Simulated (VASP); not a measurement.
Here is a VASP 6.6.1 calculation.

Contents of INCAR:

```
SYSTEM = Si4O7
  PREC = Accurate
  ENCUT = 520
  EDIFF = 1E-6
  ISMEAR = -1
  SIGMA = 0.05
  LREAL = .FALSE.
  LASPH = .TRUE.
  NELM = 120
  ALGO = Normal
  ISIF = 2
  LWAVE = .FALSE.
  LCHARG = .FALSE.
  GGA = PE
  NBANDS = 75
  ISYM = 0
  GGA_COMPAT = .FALSE.
```

Contents of KPOINTS:

```
Automatic mesh
0
Gamma
  1 1 1
  0.25 0.25 0.25
```

File POSCAR:

```
Si4O7
1.0
    7.0842070000      0.0663610000      0.0972760000
    0.0663610000      6.9740900000     -0.0358550000
    0.0972760000     -0.0358550000      7.1323860000
Si O
8 14
Direct
    0.4486870626      0.1015064017      0.1585581640
    0.5559550712      0.1731092779      0.5735997389
    0.6646539930      0.6423291669      0.8960681363
    0.3210065711      0.2752386614      0.7940179411
    0.0262906229      0.5809139678      0.6328257085
    0.1692391973      0.7781633625      0.3142994694
    0.8277192640      0.0688700601      0.8705138949
    0.9133268020      0.6098429127      0.2508336116
    0.1859591726      0.7356999165      0.5394747502
    0.3554012762      0.0772383955      0.6696222510
    0.7418933456      0.5618847268      0.1092020202
    0.5325512222      0.2102060784      0.3519102144
    0.1445672731      0.5744958916      0.1891976436
    0.1467319941      0.4111741446      0.7344797586
    0.8893780084      0.6746330155      0.7919503840
    0.6365796203      0.0455388551      0.0325794028
    0.3244180379      0.2451245153      0.0232920443
    0.9388835422      0.8387081568      0.2814787429
    0.5145032169      0.3669098286      0.6988178622
    0.3293687661      0.9167713626      0.2367656716
    0.8903215584      0.5026206618      0.4639620660
    0.7377074896      0.0692297255      0.6630133307
```

Potentials or basis: VASP PAW PBE potentials, release 64 (Si, O).

Run with:

```sh
$ cat potpaw_PBE.64/Si/POTCAR potpaw_PBE.64/O/POTCAR > POTCAR
$ mpirun -np 1 vasp_std > vasp.out
```

**Question.** Predict the pressure.

**Answer.** 0.5 GPa.

**Question.** Predict the band gap on the k mesh.

**Answer.** 3.33 eV.

**Question.** Predict the largest force.

**Answer.** 3.100 eV/Å.

Forces in eV/Å, atoms in the order of the input:
```
Si   0.700  0.610  0.431
Si  -1.140 -0.934 -0.581
Si   0.836  0.175  0.398
Si  -1.118  0.239  1.029
Si   1.369  0.081 -0.561
Si   0.671  0.708  0.031
Si   0.044 -0.151  2.073
Si  -1.737 -2.506 -0.559
O   -0.812 -0.936  0.236
O    0.163 -0.260 -0.361
O    0.421 -0.106  0.110
O   -0.308 -0.725 -0.817
O   -0.348  0.346  0.519
O   -0.452 -0.195 -0.026
O   -1.329  0.377  0.940
O    0.906 -0.270 -1.029
O   -0.020 -0.340  0.023
O    0.612  1.257  0.511
O    0.946  1.824  0.625
O    0.515  0.791 -0.511
O    0.059  0.278 -1.027
O    0.023 -0.261 -1.454
```

Caveat: the k points lie up to 0.90 Å⁻¹ apart.
